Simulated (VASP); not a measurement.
# GaN (F-43m) in VASP: notebook

GaN is run at these levels: PBE; tasks: single point.

Program: VASP 6.6.1. These are calculated values, not measurements. Logs are shortened: lines on timing, memory, paths and dates and some standing lists are left out, and cuts for length are marked.

## 1. The cell of the first run

Symmetry: F-43m, No. 216, cubic system. Conventional cell: a = 4.470 Å, b = 4.470 Å, c = 4.470 Å, α = 90.00°, β = 90.00°, γ = 90.00°. Within 2.6 Å of Ga (site symmetry -43m) lie 4 N at 1.94 Å. N (site symmetry -43m) has 4 Ga at 1.94 Å within 2.6 Å.

## 2. Single point, PBE

Input file INCAR:

```
PREC = Accurate
ENCUT = 520
EDIFF = 1E-7
ISMEAR = 0
SIGMA = 0.02
LREAL = False
LASPH = True
NELM = 60
ALGO = Normal
ISIF = 2
LWAVE = False
LCHARG = False
GGA = PE
NBANDS = 16
```

Input file KPOINTS:

```
regular mesh
0
Gamma
  10 10 10
```

Input file POSCAR:

```
GaN
1.0
    0.0000000000      2.2350603703      2.2350603703
    2.2350603703      0.0000000000      2.2350603703
    2.2350603703      2.2350603703      0.0000000000
Ga N
1 1
Direct
    0.0000000000      0.0000000000      0.0000000000
    0.7500000000      0.7500000000      0.7500000000
```

Potentials or basis: VASP PAW PBE potentials, release 64 (Ga_d, N).

Run with:

```sh
$ cat potpaw_PBE.64/Ga_d/POTCAR potpaw_PBE.64/N/POTCAR > POTCAR
$ mpirun -np 1 vasp_std > vasp.out
```

OUTCAR:

```text
PREC = Accurate
   ENCUT = 520
   EDIFF = 1E-7
   ISMEAR = 0
   LREAL = False
   LASPH = True
   NELM = 60
   ISIF = 2
   GGA = PE

 ion  position               nearest neighbor table
   1  0.000  0.000  0.000-   2 1.94   2 1.94   2 1.94   2 1.94
   2  0.750  0.750  0.750-   1 1.94   1 1.94   1 1.94   1 1.94

  LATTYP: Found a face centered cubic cell.
 ALAT       =     4.4701207406

  Lattice vectors:

 A1 = (   0.0000000000,   2.2350603703,   2.2350603703)
 A2 = (   2.2350603703,   0.0000000000,   2.2350603703)
 A3 = (   2.2350603703,   2.2350603703,   0.0000000000)

Analysis of symmetry for initial positions (statically):
=====================================================================
 Subroutine PRICEL returns:
 Original cell was already a primitive cell.

 Routine SETGRP: Setting up the symmetry group for a
 face centered cubic supercell.

 Subroutine GETGRP returns: Found 24 space group operations
 (whereof 24 operations were pure point group operations)
 out of a pool of 48 trial point group operations.

The static configuration has the point symmetry T_d .

Analysis of symmetry for dynamics (positions and initial velocities):
=====================================================================
 Subroutine PRICEL returns:
 Original cell was already a primitive cell.

 Routine SETGRP: Setting up the symmetry group for a
 face centered cubic supercell.

 Subroutine GETGRP returns: Found 24 space group operations
 (whereof 24 operations were pure point group operations)
 out of a pool of 48 trial point group operations.

The dynamic configuration has the point symmetry T_d .

 Subroutine INISYM returns: Found 24 space group operations
 (whereof 24 operations are pure point group operations),
 and found     1 'primitive' translations

----------------------------------------------------------------------------------------

                                     Primitive cell

  volume of cell :      22.3305

  direct lattice vectors                    reciprocal lattice vectors
     0.000000000  2.235060370  2.235060370    -0.223707604  0.223707604  0.223707604
     2.235060370  0.000000000  2.235060370     0.223707604 -0.223707604  0.223707604
     2.235060370  2.235060370  0.000000000     0.223707604  0.223707604 -0.223707604

  length of vectors
     3.160852688  3.160852688  3.160852688     0.387472936  0.387472936  0.387472936

  position of ions in fractional coordinates (direct lattice)
[... 78 lines left out ...]
   NELM   =     60;   NELMIN=  2; NELMDL= -5     # of ELM steps
   EDIFF  = 0.1E-06   stopping-criterion for ELM
   LREAL  =      F    real-space projection
   EDIFFG = 0.1E-05   stopping-criterion for IOM
   NSW    =      0    number of steps for IOM
   IBRION =     -1    ionic relax: 0-MD 1-quasi-New 2-CG
   NFREE  =      0    steps in history (QN), initial steepest desc. (CG)
   ISIF   =      2    stress and relaxation
   ISYM   =      2    0-nonsym 1-usesym 2-fastsym
   POTIM  = 0.5000    time-step for ionic-motion
   TEBEG  =    0.0;   TEEND  =   0.0 temperature during run
   PSTRESS=    0.0 pullay stress
   NELECT =      18.0000    total number of electrons
   NUPDOWN=      -1.0000    fix difference up-down
   EMIN   =  10.00;   EMAX   =-10.00  energy-range for DOS
   EFERMI =   0.00;   METHOD = LEGACY
   ISMEAR =     0;   SIGMA  =   0.02  broadening in eV -4-tet -1-fermi 0-gaus
   EFERMI_NEDOS =   21; number of points for ismear=-14 and -15
   IALGO  =     38    algorithm
   IMIX   =      4    mixing-type and parameters
     AMIX     =   0.40;   BMIX     =  1.00
     AMIX_MAG =   1.60;   BMIX_MAG =  1.00
  volume/ion in A,a.u.               =      11.17        75.35
  Fermi-wavevector in a.u.,A,eV,Ry     =   1.523584  2.879156 31.583316  2.321308
  Thomas-Fermi vector in A             =   2.632007
   LORBIT       =      0    0 simple, 1 ext, 2 COOP (PROOUT), +10 PAW based schemes
   GGA     = PE    functional components
   LHFCALC =     F    Hartree Fock is set to
   AEXX    =    0.0000 exact exchange contribution
   IVDW    =     0    specifies the selected vdW correction
   LEPSILON=     F    determine dielectric tensor
   LRPA    =     F    only Hartree local field effects (RPA)
 non-spin polarized calculation
 Gauss-broadening in eV      SIGMA  =   0.02
  energy-cutoff  :      520.00
  volume of cell :       22.33
 maximum number of plane-waves:       620
   NGX = 11   NGY = 11   NGZ = 11

 number of electron      18.0000016 magnetization

 Free energy of the ion-electron system (eV)
  ---------------------------------------------------
  ext. energy  EPLUGINS =         0.00000000
  ---------------------------------------------------
  free energy    TOTEN  =       -12.11674282 eV

  energy without entropy =      -12.11674282  energy(sigma->0) =      -12.11674282

 E-fermi :   5.7095     XC(G=0): -11.7993

 val. band max:        5.5530076272   @ k =   0.0000   0.0000   0.0000
 cond. band min:       7.4367822018   @ k =   0.0000   0.0000   0.0000
 fundamental gap:      1.8837745746
 Fermi energy:         5.7094776786

 k-point     1 :       0.0000    0.0000    0.0000
  band No.  band energies     occupation
      1     -10.5945      2.00000
      2      -7.9112      2.00000
      3      -7.9112      2.00000
      4      -7.9112      2.00000
      5      -7.5656      2.00000
      6      -7.5656      2.00000
[... 433 lines left out ...]
      3      -7.6703      2.00000
      4      -7.6694      2.00000
      5      -7.5009      2.00000
      6      -6.6732      2.00000
[... 8 lines left out ...]
     15      28.2510      0.00000
     16      28.2729      0.00000

 [... further k-points ...]

------------------------ aborting loop because EDIFF is reached ----------------------------------------

  FORCE on cell =-STRESS in cart. coord.  units (eV):
  Direction    XX          YY          ZZ          XY          YZ          ZX
  --------------------------------------------------------------------------------------
  -------------------------------------------------------------------------------------
  Total        1.4028533      1.4028533      1.4028533     -0.0000000     -0.0000000     -0.0000000
  in kB      100.6526183    100.6526183    100.6526183     -0.0000000     -0.0000000     -0.0000000
  external PRESSURE =     100.6526183 kB  Pullay stress =       0.0000000 kB

 VOLUME and BASIS-vectors are now :
 -----------------------------------------------------------------------------
  energy-cutoff  :      520.00
  volume of cell :       22.33
      direct lattice vectors                 reciprocal lattice vectors
     0.000000000  2.235060370  2.235060370    -0.223707604  0.223707604  0.223707604
     2.235060370  0.000000000  2.235060370     0.223707604 -0.223707604  0.223707604
     2.235060370  2.235060370  0.000000000     0.223707604  0.223707604 -0.223707604

 POSITION                                       TOTAL-FORCE (eV/Angst)
 -----------------------------------------------------------------------------------
      0.00000      0.00000      0.00000        -0.000000     -0.000000     -0.000000
      3.35259      3.35259      3.35259         0.000000      0.000000      0.000000
 -----------------------------------------------------------------------------------
    total drift:                               -0.000002     -0.000002     -0.000002

  FREE ENERGIE OF THE ION-ELECTRON SYSTEM (eV)
  ---------------------------------------------------
  free  energy   TOTEN  =       -12.1167428232 eV

  energy  without entropy=      -12.1167428232  energy(sigma->0) =      -12.11674282
```

OSZICAR:

```text
N       E                     dE             d eps       ncg     rms          rms(c)
DAV:   1     0.794199504433E+02    0.79420E+02   -0.93673E+03  1712   0.202E+03
DAV:   2    -0.872597062160E+01   -0.88146E+02   -0.82448E+02  1720   0.324E+02
DAV:   3    -0.141007993550E+02   -0.53748E+01   -0.53552E+01  1808   0.687E+01
DAV:   4    -0.141572447255E+02   -0.56445E-01   -0.56440E-01  1856   0.748E+00
DAV:   5    -0.141580827616E+02   -0.83804E-03   -0.83803E-03  1872   0.821E-01    0.781E+00
DAV:   6    -0.121135513506E+02    0.20445E+01   -0.48762E+00  2296   0.405E+01    0.268E+00
DAV:   7    -0.121242074133E+02   -0.10656E-01   -0.33287E-01  1648   0.650E+00    0.178E+00
DAV:   8    -0.121205256661E+02    0.36817E-02   -0.53646E-02  1744   0.332E+00    0.755E-01
DAV:   9    -0.121165174164E+02    0.40082E-02   -0.14551E-02  2272   0.284E+00    0.187E-01
DAV:  10    -0.121168389455E+02   -0.32153E-03   -0.15833E-03  1752   0.576E-01    0.872E-02
DAV:  11    -0.121167378008E+02    0.10114E-03   -0.30067E-04  2264   0.260E-01    0.105E-02
DAV:  12    -0.121167431481E+02   -0.53473E-05   -0.30490E-05  1720   0.541E-02    0.117E-02
DAV:  13    -0.121167428965E+02    0.25161E-06   -0.81927E-07  1880   0.153E-02    0.345E-03
DAV:  14    -0.121167428232E+02    0.73288E-07   -0.52746E-08  1344   0.299E-03
   1 F= -.12116743E+02 E0= -.12116743E+02  d E =-.886259E-31
```

stdout:

```text
POSCAR found type information on POSCAR GaN
 POSCAR found :  2 types and       2 ions
 scaLAPACK will be used
 LDA part: xc-table for (Slater+PW92), standard interpolation
 POSCAR, INCAR and KPOINTS ok, starting setup
 FFT: planning ... GRIDC
 FFT: planning ... GRID_SOFT
 FFT: planning ... GRID
 WAVECAR not read
 entering main loop
```

Wall time 40 s (1 thread of Intel Xeon 8259CL, shared host); peak memory 0.14 GiB.

Results:

| Item | Value |
| --- | --- |
| Free energy | -12.1167 eV |
| Pressure | 10.1 GPa |
| Band gap on the k mesh | 1.88 eV, direct |

Levels at points of the mesh, in eV from the valence-band top:
| k point | band 5 | band 6 | band 7 | band 8 | band 9 | band 10 | band 11 | band 12 | band 13 | band 14 |
| --- | --- | --- | --- | --- | --- | --- | --- | --- | --- | --- |
| (0.00, 0.00, 0.00) | -13.12 | -13.12 | 0.00 | 0.00 | 0.00 | 1.88 | 10.46 | 10.46 | 10.46 | 17.94 |
| (0.50, 0.00, 0.00) | -13.07 | -11.87 | -7.20 | -1.00 | -1.00 | 4.81 | 8.85 | 10.50 | 10.50 | 15.84 |
| (0.50, 0.50, 0.00) | -13.04 | -11.46 | -6.22 | -2.79 | -2.79 | 3.36 | 6.81 | 11.88 | 14.23 | 14.23 |

## 3. Single point, PBE

This run uses another cell than the first one, of 11.91 Å³/atom, 1.066 times its volume.

Input file INCAR:

```
PREC     = Accurate       # precision mode
ENCUT    = 520            # plane-wave cutoff, eV
EDIFF    = 1E-6           # SCF threshold, eV
ISMEAR   = 0              # smearing method
SIGMA    = 0.02           # smearing width, eV
LREAL    = F              # projectors in reciprocal space
LASPH    = T              # aspherical terms in the spheres
NELM     = 80             # most SCF steps
ALGO     = Normal         # electronic algorithm
ISIF     = 2              # what is computed and relaxed
LWAVE    = F              # write WAVECAR
LCHARG   = F              # write CHGCAR
GGA      = PE             # functional
NBANDS   = 16             # bands
```

Input file KPOINTS:

```
Automatic mesh
0
Gamma
  10 10 10
```

Input file POSCAR:

```
GaN
1.0
    0.0000000000      2.2834328092      2.2834328092
    2.2834328092      0.0000000000      2.2834328092
    2.2834328092      2.2834328092      0.0000000000
Ga N
1 1
Direct
    0.0000000000      0.0000000000      0.0000000000
    0.7500000000      0.7500000000      0.7500000000
```

Potentials or basis: VASP PAW PBE potentials, release 64 (Ga_d, N).

Run with:

```sh
$ cat potpaw_PBE.64/Ga_d/POTCAR potpaw_PBE.64/N/POTCAR > POTCAR
$ mpirun -np 1 vasp_std > vasp.out
```

It took 41 s on 1 thread of Intel Xeon 8259CL, shared host; peak memory 0.15 GiB.

The run converged. Its results:

- Free energy: -12.1520 eV
- Pressure: -1.9 GPa
- Band gap on the k mesh: 1.47 eV, direct

Levels at points of the mesh, in eV from the valence-band top:
```tsv
k point	band 6	band 7	band 8	band 9	band 10	band 11	band 12	band 13
(0.00, 0.00, 0.00)	-13.13	0.00	0.00	0.00	1.47	10.05	10.05	10.05
(0.50, 0.00, 0.00)	-11.88	-6.78	-0.92	-0.92	4.37	8.53	10.16	10.16
(0.50, 0.50, 0.00)	-11.45	-5.96	-2.57	-2.57	3.34	6.42	11.44	13.55
```

A hybrid or GW would open this gap; PBE tends to underestimate it.
